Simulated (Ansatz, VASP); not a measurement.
**One calculation of Bi2Se3, two programs**

INCAR

```
SYSTEM = Bi2Se3
  ALGO = Normal
  EDIFF = 1E-7
  ENCUT = 520
  GGA = PE
  ISIF = 2
  ISMEAR = -1
  LASPH = .True.
  LCHARG = .True.
  LELF = .True.
  LREAL = .False.
  LVHAR = .True.
  LWAVE = .False.
  NBANDS = 32
  NELM = 100
  PREC = Accurate
  SIGMA = 0.05
```

KPOINTS

```
k-points
0
Gamma
  8 8 8
  0 0 0
```

File POSCAR:

```
Bi2Se3
1.0
    2.0715000000      1.1959810826      9.5453333333
   -2.0715000000      1.1959810826      9.5453333333
    0.0000000000     -2.3919621653      9.5453333333
Bi Se
2 3
Direct
    0.5979170000      0.5979800000      0.5990690000
    0.4022160000      0.3969570000      0.3997220000
    0.7983710000      0.7931970000      0.7765400000
    0.2144880000      0.2083340000      0.2133400000
   -0.0012930000      0.0046310000     -0.0010770000
```

The input input.yaml:

```yaml
crystal:
  lattice:
    - [2.0715, 1.1959810826, 9.5453333333]
    - [-2.0715, 1.1959810826, 9.5453333333]
    - [0.0, -2.3919621653, 9.5453333333]
  atoms:
    - { symbol: Bi, position: [0.597917, 0.59798, 0.599069] }
    - { symbol: Bi, position: [0.402216, 0.396957, 0.399722] }
    - { symbol: Se, position: [0.798371, 0.793197, 0.77654] }
    - { symbol: Se, position: [0.214488, 0.208334, 0.21334] }
    - { symbol: Se, position: [-0.001293, 0.004631, -0.001077] }
kpoints:
  mp_grid: { grid: [8, 8, 8] }
scf:
  occupations: { method: fermi_dirac, width: 0.05 }
hamiltonian:
  xc: pbe
  pseudopotentials: { kind: all_electron, lapw: { basis_error: 0.001 } }
output:
  forces: true
  stress: true
  eigenvalues: true
  populations: true
```

Change from the starting cell: atoms moved at random, drawn with an rms of 0.05 Å.

Alike in both runs: task single point; functional PBE; k mesh 8 × 8 × 8; occupations fermi-dirac, width 0.05 eV; no spin polarisation.

|  | VASP | Ansatz |
| --- | --- | --- |
| version | VASP 6.6.1 | Ansatz 0.2.0 |
| potentials or method | VASP PAW PBE potentials, release 64 (Bi_d, Se), cutoff 520 eV | all-electron LAPW, scalar-relativistic |

```tsv
	VASP	Ansatz	Ansatz less VASP
gap on the k mesh at the Fermi level (eV)	0.31	0.31	+0.001
least direct gap on the mesh (eV)	0.31	0.31	+0.001
pressure (GPa)	2.4	2.4	-0.01
traceless stress, the component that is largest in VASP (GPa)	-0.40	-0.40	+0.002
rms of the force components (eV/Å)	0.182	0.180	-0.0019
```

Atom by atom the forces differ by 0.005 eV/Å (rms over components). Ansatz ran all-electron here, and VASP with PAW potentials.

Neither program's run includes spin-orbit coupling.
